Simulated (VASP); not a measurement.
## NaCl: single point with PBE

NaCl:

```
Na Cl
1.0
     0.00000    2.81000    2.81000
     2.81000    0.00000    2.81000
     2.81000    2.81000    0.00000
Na Cl
1 1
Direct
  0.00000 0.00000 0.00000
  0.50000 0.50000 0.50000
```

```
Program                : VASP 6.6.1
Task                   : single point
Functional             : PBE
Potentials or basis    : VASP PAW PBE potentials, release 64 (Na_pv, Cl)
Cutoff                 : 520 eV
k mesh                 : 8 × 8 × 8
Occupations            : gaussian, width 0.02 eV
Spin                   : no spin polarisation
Dipole correction      : no
Further INCAR settings : ALGO = Normal; EDIFF = 1e-07; NBANDS = 14
```

```yaml
Pressure: 1.0 GPa
Band_gap_on_the_k_mesh: 5.15 eV, direct
```

Levels at points of the mesh, in eV from the valence-band top:
| k point | band 5 | band 6 | band 7 | band 8 | band 9 | band 10 |
| --- | --- | --- | --- | --- | --- | --- |
| (0.00, 0.00, 0.00) | 0.00 | 0.00 | 0.00 | 5.15 | 11.13 | 11.13 |
| (0.50, 0.00, 0.00) | -1.96 | -0.27 | -0.27 | 7.29 | 10.71 | 11.00 |
| (0.50, 0.50, 0.00) | -1.69 | -0.61 | -0.61 | 7.57 | 8.07 | 11.40 |

Wall time 43 s on 1 thread of AMD EPYC 7R13, with other jobs on the host, peak memory 0.13 GiB.

PBE gaps usually lie below the measured ones, often by a third to a half.
